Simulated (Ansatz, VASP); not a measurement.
**Two plane-wave programs on ReSbC3**

```xyz
5
Lattice="4.5409 0.0000 0.0000 -2.2705 3.9326 0.0000 0.0000 0.0000 5.0870" Properties=species:S:1:pos:R:3 pbc="T T T"
Re    0.0000    0.0000    2.5435
Sb    0.0000    0.0000    0.0000
C     2.2705    0.0000    0.0000
C    -1.1352    1.9663    0.0000
C     1.1352    1.9663    0.0000
```

Alike in both runs: functional PBE; k mesh 9 × 9 × 8; occupations gaussian, width 0.1 eV; no spin polarisation.

Ansatz relaxed the structure, and its values are those at the end. VASP's run is a single point on that final structure, the one shown.

|  | VASP | Ansatz |
| --- | --- | --- |
| version | VASP 6.6.1 | Ansatz 0.2.0 |
| potentials or method | VASP PAW PBE potentials, release 64 (Re, Sb, C), cutoff 520 eV | scalar-relativistic, plane waves, PAW |
| valence electrons in the cell | 24 | 42 |

```tsv
	VASP	Ansatz	Ansatz less VASP
gap on the k mesh at the Fermi level (eV)	none	none	-
pressure (GPa)	0.1	0.0	-0.11
```

A gap of «none» marks a metal or a gap that the smearing closes. VASP's potentials hold 24 valence electrons a cell and Ansatz's 42, so a difference there can come from the potentials and not from the codes.

Spin-orbit coupling is off throughout.
